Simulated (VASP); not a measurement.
# Ge (Fd-3m) in VASP: further runs

The runs below take Ge through single point, relaxation of cell and atoms, with PBEsol.

Everything below comes from runs of VASP 6.6.1. Logs are shortened: lines on timing, memory, paths and dates and some standing lists are left out, and cuts for length are marked.

### 1 The cell of the first run

The structure is cubic, space group Fd-3m (No. 227). Conventional cell: a = 5.678 Å, b = 5.678 Å, c = 5.678 Å, α = 90.00°, β = 90.00°, γ = 90.00°. Within 3.2 Å of Ge (site symmetry -43m) lie 4 Ge at 2.46 Å.

### 2 Single point, PBEsol

Input file INCAR:

```
ALGO = Normal ; EDIFF = 1E-6
ENCUT = 520 ; GGA = PS
ISIF = 2 ; ISMEAR = -1
LASPH = True ; LCHARG = True
LELF = True ; LREAL = False
LVHAR = True ; LWAVE = False
NBANDS = 21 ; NELM = 60
PREC = Accurate ; SIGMA = 0.08
```

Input file KPOINTS:

```
k-points
0
Gamma
  12 12 12
```

Input file POSCAR:

```
Ge
1.0
    0.0000000000      2.8389191979      2.8389191979
    2.8389191979      0.0000000000      2.8389191979
    2.8389191979      2.8389191979      0.0000000000
Ge
2
Direct
   -0.1250000000     -0.1250000000     -0.1250000000
    0.1250000000      0.1250000000      0.1250000000
```

Potentials or basis: VASP PAW PBE potentials, release 64 (Ge_d).

Run with:

```sh
$ cat potpaw_PBE.64/Ge_d/POTCAR > POTCAR
$ mpirun -np 1 vasp_std > vasp.out
```

OUTCAR:

```text
EDIFF = 1E-6
   ENCUT = 520
   GGA = PS
   ISIF = 2
   ISMEAR = -1
   LASPH = True
   LREAL = False
   NELM = 60
   PREC = Accurate

 ion  position               nearest neighbor table
   1  0.875  0.875  0.875-   2 2.46   2 2.46   2 2.46   2 2.46
   2  0.125  0.125  0.125-   1 2.46   1 2.46   1 2.46   1 2.46

  LATTYP: Found a face centered cubic cell.
 ALAT       =     5.6778383958

  Lattice vectors:

 A1 = (   0.0000000000,   2.8389191979,   2.8389191979)
 A2 = (   2.8389191979,   0.0000000000,   2.8389191979)
 A3 = (   2.8389191979,   2.8389191979,   0.0000000000)

Analysis of symmetry for initial positions (statically):
=====================================================================
 Subroutine PRICEL returns:
 Original cell was already a primitive cell.

 Routine SETGRP: Setting up the symmetry group for a
 face centered cubic supercell.

 Subroutine GETGRP returns: Found 48 space group operations
 (whereof 12 operations were pure point group operations)
 out of a pool of 48 trial point group operations.

The static configuration has the point symmetry D_3d.
 The point group associated with its full space group is O_h .

Analysis of symmetry for dynamics (positions and initial velocities):
=====================================================================
 Subroutine PRICEL returns:
 Original cell was already a primitive cell.

 Routine SETGRP: Setting up the symmetry group for a
 face centered cubic supercell.

 Subroutine GETGRP returns: Found 48 space group operations
 (whereof 12 operations were pure point group operations)
 out of a pool of 48 trial point group operations.

The dynamic configuration has the point symmetry D_3d.
 The point group associated with its full space group is O_h .

 Subroutine INISYM returns: Found 48 space group operations
 (whereof 12 operations are pure point group operations),
 and found     1 'primitive' translations

----------------------------------------------------------------------------------------

                                     Primitive cell

  volume of cell :      45.7603

  direct lattice vectors                    reciprocal lattice vectors
     0.000000000  2.838919198  2.838919198    -0.176123364  0.176123364  0.176123364
     2.838919198  0.000000000  2.838919198     0.176123364 -0.176123364  0.176123364
     2.838919198  2.838919198  0.000000000     0.176123364  0.176123364 -0.176123364

  length of vectors
     4.014838032  4.014838032  4.014838032     0.305054615  0.305054615  0.305054615

  position of ions in fractional coordinates (direct lattice)
     0.875000000  0.875000000  0.875000000
     0.125000000  0.125000000  0.125000000

  ion indices of the primitive-cell ions
   primitive index   ion index
                 1           1
                 2           2

----------------------------------------------------------------------------------------

 KPOINTS: k-points

Automatic generation of k-mesh.
 Grid dimensions read from file:
 generate k-points for:   12   12   12

 Generating k-lattice:

  Cartesian coordinates                     Fractional coordinates (reciprocal lattice)
    -0.014676947  0.014676947  0.014676947     0.083333333  0.000000000  0.000000000
     0.014676947 -0.014676947  0.014676947     0.000000000  0.083333333  0.000000000
     0.014676947  0.014676947 -0.014676947     0.000000000  0.000000000  0.083333333

  Length of vectors
     0.025421218  0.025421218  0.025421218

  Shift w.r.t. Gamma in fractional coordinates (k-lattice)
     0.000000000  0.000000000  0.000000000

 Subroutine IBZKPT returns following result:
 ===========================================

 Found     72 irreducible k-points:

 Following reciprocal coordinates:
            Coordinates               Weight
  0.000000  0.000000  0.000000      1.000000
  0.083333  0.000000  0.000000      8.000000
  0.166667  0.000000  0.000000      8.000000
  0.250000  0.000000  0.000000      8.000000
  0.333333  0.000000  0.000000      8.000000
  0.416667  0.000000  0.000000      8.000000
[... 16 lines left out ...]
  0.500000  0.166667  0.000000     24.000000
 -0.416667  0.166667  0.000000     24.000000
 [... further k-points ...]
   k-points           NKPTS =     72   k-points in BZ     NKDIM =     72   number of bands    NBANDS=     21
   number of dos      NEDOS =    301   number of ions     NIONS =      2
   total plane-waves  NPLWV =  27000
   dimension x,y,z NGX =    30 NGY =   30 NGZ =   30
   dimension x,y,z NGXF=    60 NGYF=   60 NGZF=   60
   ions per type =               2
   NGX,Y,Z   is equivalent  to a cutoff of  12.42, 12.42, 12.42 a.u.
   NGXF,Y,Z  is equivalent  to a cutoff of  24.84, 24.84, 24.84 a.u.
 SYSTEM =  unknown system
   PREC   = accura    normal or accurate (medium, high low for compatibility)
   ISTART =      0    job   : 0-new  1-cont  2-samecut
   ICHARG =      2    charge: 1-file 2-atom 10-const
   ISPIN  =      1    spin polarized calculation?
   LNONCOLLINEAR =      F non collinear calculations
   LSORBIT =      F    spin-orbit coupling
   LASPH  =      T    aspherical Exc in radial PAW
   ENCUT  =  520.0 eV  38.22 Ry    6.18 a.u.   7.46  7.46  7.46*2*pi/ulx,y,z
   NELM   =     60;   NELMIN=  2; NELMDL= -5     # of ELM steps
   EDIFF  = 0.1E-05   stopping-criterion for ELM
   LREAL  =      F    real-space projection
   EDIFFG = 0.1E-04   stopping-criterion for IOM
   NSW    =      0    number of steps for IOM
   IBRION =     -1    ionic relax: 0-MD 1-quasi-New 2-CG
   NFREE  =      0    steps in history (QN), initial steepest desc. (CG)
   ISIF   =      2    stress and relaxation
   ISYM   =      2    0-nonsym 1-usesym 2-fastsym
   POTIM  = 0.5000    time-step for ionic-motion
   TEBEG  =    0.0;   TEEND  =   0.0 temperature during run
   PSTRESS=    0.0 pullay stress
   NELECT =      28.0000    total number of electrons
   NUPDOWN=      -1.0000    fix difference up-down
   EMIN   =  10.00;   EMAX   =-10.00  energy-range for DOS
   EFERMI =   0.00;   METHOD = LEGACY
   ISMEAR =    -1;   SIGMA  =   0.08  broadening in eV -4-tet -1-fermi 0-gaus
   EFERMI_NEDOS =   21; number of points for ismear=-14 and -15
   IALGO  =     38    algorithm
   IMIX   =      4    mixing-type and parameters
     AMIX     =   0.40;   BMIX     =  1.00
     AMIX_MAG =   1.60;   BMIX_MAG =  1.00
  volume/ion in A,a.u.               =      22.88       154.40
  Fermi-wavevector in a.u.,A,eV,Ry     =   1.389839  2.626415 26.281725  1.931652
  Thomas-Fermi vector in A             =   2.513831
   LORBIT       =      0    0 simple, 1 ext, 2 COOP (PROOUT), +10 PAW based schemes
   GGA     = PS    functional components
   LHFCALC =     F    Hartree Fock is set to
   AEXX    =    0.0000 exact exchange contribution
   IVDW    =     0    specifies the selected vdW correction
   LEPSILON=     F    determine dielectric tensor
   LRPA    =     F    only Hartree local field effects (RPA)
 non-spin polarized calculation
  energy-cutoff  :      520.00
  volume of cell :       45.76
 maximum number of plane-waves:      1258
 NGX is ok and might be reduce to    30
   NGX = 15   NGY = 15   NGZ = 15

 number of electron      27.9999978 magnetization

 Free energy of the ion-electron system (eV)
  ---------------------------------------------------
  ext. energy  EPLUGINS =         0.00000000
  ---------------------------------------------------
  free energy    TOTEN  =        -9.87433190 eV

  energy without entropy =       -9.87257964  energy(sigma->0) =       -9.87345577

 E-fermi :   4.7846     XC(G=0): -10.0790

 val. band max:        4.7581333338   @ k =   0.0000   0.0000   0.0000
 cond. band min:       4.8488399616   @ k =   0.5000   0.0000   0.0000
 fundamental gap:      0.0907066278
 Fermi energy:         4.7845713632

 k-point     1 :       0.0000    0.0000    0.0000
  band No.  band energies     occupation
      1     -19.9891      2.00000
      2     -19.9891      2.00000
      3     -19.9891      2.00000
      4     -19.9533      2.00000
      5     -19.9533      2.00000
      6     -19.7468      2.00000
[... 13 lines left out ...]
     20      14.2102      0.00000
     21      14.2102      0.00000

 k-point     2 :       0.0833    0.0000    0.0000
  band No.  band energies     occupation
      1     -19.9932      2.00000
      2     -19.9932      2.00000
      3     -19.9879      2.00000
      4     -19.9476      2.00000
      5     -19.9476      2.00000
      6     -19.7536      2.00000
[... 13 lines left out ...]
     20      13.6160      0.00000
     21      13.6160      0.00000

 k-point     3 :       0.1667    0.0000    0.0000
  band No.  band energies     occupation
      1     -20.0007      2.00000
      2     -20.0007      2.00000
      3     -19.9848      2.00000
      4     -19.9363      2.00000
      5     -19.9363      2.00000
      6     -19.7637      2.00000
[... 13 lines left out ...]
     20      13.0482      0.00000
     21      13.0482      0.00000

 k-point     4 :       0.2500    0.0000    0.0000
  band No.  band energies     occupation
      1     -20.0068      2.00000
      2     -20.0068      2.00000
      3     -19.9805      2.00000
      4     -19.9254      2.00000
      5     -19.9254      2.00000
      6     -19.7722      2.00000
[... 13 lines left out ...]
     20      13.0242      0.00000
     21      13.0242      0.00000

 k-point     5 :       0.3333    0.0000    0.0000
  band No.  band energies     occupation
      1     -20.0106      2.00000
      2     -20.0106      2.00000
      3     -19.9761      2.00000
      4     -19.9175      2.00000
      5     -19.9175      2.00000
      6     -19.7777      2.00000
[... 13 lines left out ...]
     20      13.6601      0.00000
     21      13.6601      0.00000
[... 382 lines left out ...]
     20      14.3141      0.00000
     21      14.9782      0.00000

 k-point    22 :       0.4167    0.1667    0.0000
  band No.  band energies     occupation
      1     -20.0253      2.00000
      2     -20.0129      2.00000
      3     -19.9660      2.00000
      4     -19.9078      2.00000
      5     -19.8876      2.00000
      6     -19.8234      2.00000
[... 13 lines left out ...]
     20      14.8390      0.00000
     21      15.8396      0.00000

 k-point    23 :       0.5000    0.1667    0.0000
  band No.  band energies     occupation
      1     -20.0292      2.00000
      2     -20.0164      2.00000
      3     -19.9554      2.00000
      4     -19.8992      2.00000
      5     -19.8910      2.00000
      6     -19.8166      2.00000
[... 13 lines left out ...]
     20      15.6050      0.00000
     21      15.8961      0.00000

 k-point    24 :      -0.4167    0.1667    0.0000
  band No.  band energies     occupation
      1     -20.0294      2.00000
      2     -20.0188      2.00000
      3     -19.9498      2.00000
      4     -19.9000      2.00000
      5     -19.8929      2.00000
      6     -19.8034      2.00000
[... 13 lines left out ...]
     20      14.3546      0.00000
     21      14.9283      0.00000

 [... further k-points ...]

------------------------ aborting loop because EDIFF is reached ----------------------------------------

  FORCE on cell =-STRESS in cart. coord.  units (eV):
  Direction    XX          YY          ZZ          XY          YZ          ZX
  --------------------------------------------------------------------------------------
  -------------------------------------------------------------------------------------
  Total       -0.1176758     -0.1176758     -0.1176758      0.0000000      0.0000000     -0.0000000
  in kB       -4.1201068     -4.1201068     -4.1201068      0.0000000      0.0000000     -0.0000000
  external PRESSURE =      -4.1201068 kB  Pullay stress =       0.0000000 kB

 VOLUME and BASIS-vectors are now :
 -----------------------------------------------------------------------------
  energy-cutoff  :      520.00
  volume of cell :       45.76
      direct lattice vectors                 reciprocal lattice vectors
     0.000000000  2.838919198  2.838919198    -0.176123364  0.176123364  0.176123364
     2.838919198  0.000000000  2.838919198     0.176123364 -0.176123364  0.176123364
     2.838919198  2.838919198  0.000000000     0.176123364  0.176123364 -0.176123364

 POSITION                                       TOTAL-FORCE (eV/Angst)
 -----------------------------------------------------------------------------------
      4.96811      4.96811      4.96811         0.000000      0.000000      0.000000
      0.70973      0.70973      0.70973        -0.000000     -0.000000     -0.000000
 -----------------------------------------------------------------------------------
    total drift:                               -0.000000      0.000000      0.000000

  FREE ENERGIE OF THE ION-ELECTRON SYSTEM (eV)
  ---------------------------------------------------
  free  energy   TOTEN  =        -9.8743319015 eV

  energy  without entropy=       -9.8725796382  energy(sigma->0) =       -9.87345577
```

Run time: 87 s. Hardware: 1 thread of Intel Xeon 8259CL, shared host; peak memory 0.2 GiB.

Results:

* Free energy: -9.8743 eV
* Pressure: -0.4 GPa
* Band gap on the k mesh: zero (filled and empty bands touch)

Levels at points of the mesh, in eV from the Fermi level:
| k point | band 12 | band 13 | band 14 | band 15 | band 16 | band 17 |
| --- | --- | --- | --- | --- | --- | --- |
| (0.00, 0.00, 0.00) | -0.13 | -0.03 | -0.03 | -0.03 | 2.50 | 2.50 |
| (0.50, 0.00, 0.00) | -7.60 | -1.42 | -1.42 | 0.06 | 3.68 | 3.68 |
| (0.50, 0.50, 0.00) | -8.89 | -3.08 | -3.08 | 0.65 | 0.65 | 9.38 |

Caveat: semilocal functionals underestimate gaps, and a narrow one can read as zero; the PAW data sets were made with another functional, which shifts forces and pressure a little.

### 3 Single point, PBEsol

Input file INCAR:

```
SYSTEM = Ge
  PREC = Accurate
  ENCUT = 520
  EDIFF = 1E-6
  ISMEAR = -1
  SIGMA = 0.08
  LREAL = .FALSE.
  LASPH = .TRUE.
  NELM = 80
  ALGO = Normal
  ISIF = 2
  LWAVE = .FALSE.
  LCHARG = .FALSE.
  GGA = PS
  NBANDS = 21
```

Input file KPOINTS:

```
regular mesh
0
G
  12 12 12
  0 0 0
```

Input file POSCAR:

```
Ge
1.0
    0.0000000000      2.8392718324      2.8392718324
    2.8392718324      0.0000000000      2.8392718324
    2.8392718324      2.8392718324      0.0000000000
Ge
2
Direct
   -0.1250000000     -0.1250000000     -0.1250000000
    0.1250000000      0.1250000000      0.1250000000
```

Potentials or basis: VASP PAW PBE potentials, release 64 (Ge_d).

Run with:

```sh
$ cat potpaw_PBE.64/Ge_d/POTCAR > POTCAR
$ mpirun -np 1 vasp_std > vasp.out
```

OUTCAR:

```text
SYSTEM = Ge
   PREC = Accurate
   ENCUT = 520
   EDIFF = 1E-6
   ISMEAR = -1
   LREAL = .FALSE.
   LASPH = .TRUE.
   NELM = 80
   ISIF = 2
   GGA = PS

 ion  position               nearest neighbor table
   1  0.875  0.875  0.875-   2 2.46   2 2.46   2 2.46   2 2.46
   2  0.125  0.125  0.125-   1 2.46   1 2.46   1 2.46   1 2.46

  LATTYP: Found a face centered cubic cell.
 ALAT       =     5.6785436648

  Lattice vectors:

[... 764 lines left out ...]

------------------------ aborting loop because EDIFF is reached ----------------------------------------

  FORCE on cell =-STRESS in cart. coord.  units (eV):
  Direction    XX          YY          ZZ          XY          YZ          ZX
  --------------------------------------------------------------------------------------
  -------------------------------------------------------------------------------------
  Total       -0.1322630     -0.1322630     -0.1322630     -0.0000000      0.0000000     -0.0000000
  in kB       -4.6291150     -4.6291150     -4.6291150     -0.0000000      0.0000000     -0.0000000
  external PRESSURE =      -4.6291150 kB  Pullay stress =       0.0000000 kB

 VOLUME and BASIS-vectors are now :
 -----------------------------------------------------------------------------
  energy-cutoff  :      520.00
  volume of cell :       45.78
      direct lattice vectors                 reciprocal lattice vectors
     0.000000000  2.839271832  2.839271832    -0.176101490  0.176101490  0.176101490
     2.839271832  0.000000000  2.839271832     0.176101490 -0.176101490  0.176101490
     2.839271832  2.839271832  0.000000000     0.176101490  0.176101490 -0.176101490

 POSITION                                       TOTAL-FORCE (eV/Angst)
 -----------------------------------------------------------------------------------
      4.96873      4.96873      4.96873        -0.000000     -0.000000     -0.000000
      0.70982      0.70982      0.70982         0.000000      0.000000      0.000000
 -----------------------------------------------------------------------------------
    total drift:                               -0.000000      0.000000      0.000000

  FREE ENERGIE OF THE ION-ELECTRON SYSTEM (eV)
  ---------------------------------------------------
  free  energy   TOTEN  =        -9.8743255136 eV

  energy  without entropy=       -9.8725676132  energy(sigma->0) =       -9.87344656
```

stdout:

```text
POSCAR found type information on POSCAR Ge
 POSCAR found :  1 types and       2 ions
 scaLAPACK will be used
 -----------------------------------------------------------------------------
|                                                                             |
|                                                                             |
|     You enforced a specific xc type in the INCAR file but a different       |
|     I HOPE YOU KNOW WHAT YOU ARE DOING!                                     |
|                                                                             |
 -----------------------------------------------------------------------------

 LDA part: xc-table for (Slater+PW92), standard interpolation
 POSCAR, INCAR and KPOINTS ok, starting setup
 FFT: planning ... GRIDC
 FFT: planning ... GRID_SOFT
 FFT: planning ... GRID
 WAVECAR not read
 entering main loop
```

Wall time 84 s (1 thread of Intel Xeon 8259CL, shared host); peak memory 0.2 GiB.

What came out:

| Item | Value |
| --- | --- |
| Free energy | -9.8743 eV |
| Pressure | -0.5 GPa |
| Band gap on the k mesh | zero (filled and empty bands touch) |

Caveat: semilocal functionals underestimate gaps, and a narrow one can read as zero; the PAW data sets were made with another functional, which shifts forces and pressure a little.

### 4 Relaxation of cell and atoms, PBEsol, target pressure -0.044 GPa, at which the enthalpy is minimised

Input file INCAR:

```
ALGO = Normal
EDIFF = 1E-7
EDIFFG = -0.005
ENCUT = 600
GGA = PS
IBRION = 2
ISIF = 3
ISMEAR = -1
LASPH = T
LCHARG = F
LREAL = F
LWAVE = F
NELM = 100
NSW = 32
PREC = Accurate
PSTRESS = -0.43999999999999995
SIGMA = 0.08
```

Input file KPOINTS:

```
k-points
0
Gamma
  12 12 12
```

POSCAR is that of step 3.

Run with:

```sh
$ cat potpaw_PBE.64/Ge_d/POTCAR > POTCAR
$ mpirun -np 1 vasp_std > vasp.out
```

Run time: 2.4 min. Hardware: 1 thread of Intel Xeon 8259CL, shared host; peak memory 0.22 GiB.

Results (log left out):

| Item | Value |
| --- | --- |
| Free energy | -9.8746 eV |
| Relaxed volume | 22.86 Å³/atom |
| Relaxed cell | a = 4.014 Å, b = 4.014 Å, c = 4.014 Å, α = 60.00°, β = 60.00°, γ = 60.00° |
| Space group after relaxing (to 0.1 Å) | Fd-3m (No. 227) |
| Energy change on relaxing (the run minimises the enthalpy) | -0.0 meV/atom |
| Ionic steps | 5 |
| Pressure after relaxing | -0.1 GPa |
| Band gap on the k mesh | zero (filled and empty bands touch) |

Final structure:
```yaml
crystal:
  lattice:
    - [0.00000, 2.83799, 2.83799]
    - [2.83799, 0.00000, 2.83799]
    - [2.83799, 2.83799, 0.00000]
  atoms:
    - { symbol: Ge, position: [0.87500, 0.87500, 0.87500] }
    - { symbol: Ge, position: [0.12500, 0.12500, 0.12500] }
```

Levels at points of the mesh, in eV from the Fermi level:
| k point | band 11 | band 12 | band 13 | band 14 | band 15 | band 16 | band 17 | band 18 |
| --- | --- | --- | --- | --- | --- | --- | --- | --- |
| (0.00, 0.00, 0.00) | -12.75 | -0.12 | -0.03 | -0.03 | -0.03 | 2.50 | 2.50 | 2.50 |
| (0.50, 0.00, 0.00) | -10.68 | -7.61 | -1.42 | -1.42 | 0.07 | 3.68 | 3.68 | 6.93 |
| (0.50, 0.50, 0.00) | -8.89 | -8.89 | -3.08 | -3.08 | 0.65 | 0.65 | 9.38 | 9.38 |

Caveat: the cell is relaxed towards a set pressure, so the run minimises the enthalpy, not the energy; semilocal functionals underestimate gaps, and a narrow one can read as zero; the PAW data sets were made with another functional, which shifts forces and pressure a little.

The gap in the log of VASP goes by the Fermi energy; the results here count the filled bands.